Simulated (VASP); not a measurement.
## ZnS: single point with HSE06

The system is ZnS.

```
Zn S
1.0
     0.00000    2.69410    2.69410
     2.69410    0.00000    2.69410
     2.69410    2.69410    0.00000
Zn S
1 1
Direct
  0.25000 0.25000 0.25000
  0.00000 0.00000 0.00000
```

* Program: VASP 6.6.1
* Task: single point
* Functional: HSE06
* Potentials or basis: VASP PAW PBE potentials, release 64 (Zn, S)
* Cutoff: 400 eV
* k mesh: 4 × 4 × 4
* Occupations: gaussian, width 0.01 eV
* Spin: no spin polarisation

The pressure is 1.6 GPa and the band gap on the k mesh is 3.38 eV.

Levels at points of the mesh, in eV from the valence-band top:
```csv
k point,band 6,band 7,band 8,band 9,band 10,band 11,band 12,band 13
"(0.00, 0.00, 0.00)",-7.43,0.00,0.00,0.00,3.38,7.67,7.67,7.67
"(0.50, 0.00, 0.00)",-7.19,-5.66,-0.93,-0.93,4.57,8.17,8.17,10.25
"(0.50, 0.50, 0.00)",-7.15,-5.03,-2.38,-2.38,4.36,5.26,12.63,13.76
```

It took 8.2 min on 1 thread of Intel Xeon 8259CL, with other jobs on the host, peak memory 0.25 GiB.

Caveat: the k points lie up to 0.50 Å⁻¹ apart; the PAW data sets were made with another functional, which shifts forces and pressure a little.
